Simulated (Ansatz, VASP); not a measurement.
## Si2W in VASP and in Ansatz

```
Si W
1.0
     0.00000   -3.22900    0.00000
    -3.22900    0.00000    0.00000
     0.00000    0.00000   -7.86683
Si W
4 2
Direct
  0.83840 0.94459 0.68457
  0.66160 0.55541 0.14629
  0.98661 0.04215 0.30685
  0.51339 0.45785 0.86229
  0.52049 0.29980 0.48229
  0.97951 0.20020 0.01771
```

Alike in both runs: task single point; functional PBE; k mesh 10 × 10 × 4; occupations gaussian, width 0.15 eV; no spin polarisation.

```csv
,VASP,Ansatz
version,VASP 6.6.1,Ansatz 0.2.0
potentials or method,"VASP PAW PBE potentials, release 64 (Si, W_sv), cutoff 520 eV","scalar-relativistic, plane waves, PAW"
valence electrons in the cell,44,44
```

Ansatz gave:

| Property | Result |
| --- | --- |
| gap on the k mesh at the Fermi level (eV) | none |
| rms of the force components (eV/Å) | 7.966 |

**Question.** What did VASP give for the same quantities?

**Answer.** gap on the k mesh at the Fermi level (eV): none; rms of the force components (eV/Å): 8.007.

Atom by atom the forces differ by 0.043 eV/Å (rms over components). A gap of «none» marks a metal or a gap that the smearing closes. With one functional, cell and mesh, what is left measures potentials, basis and numerics.

Spin-orbit coupling is off throughout.
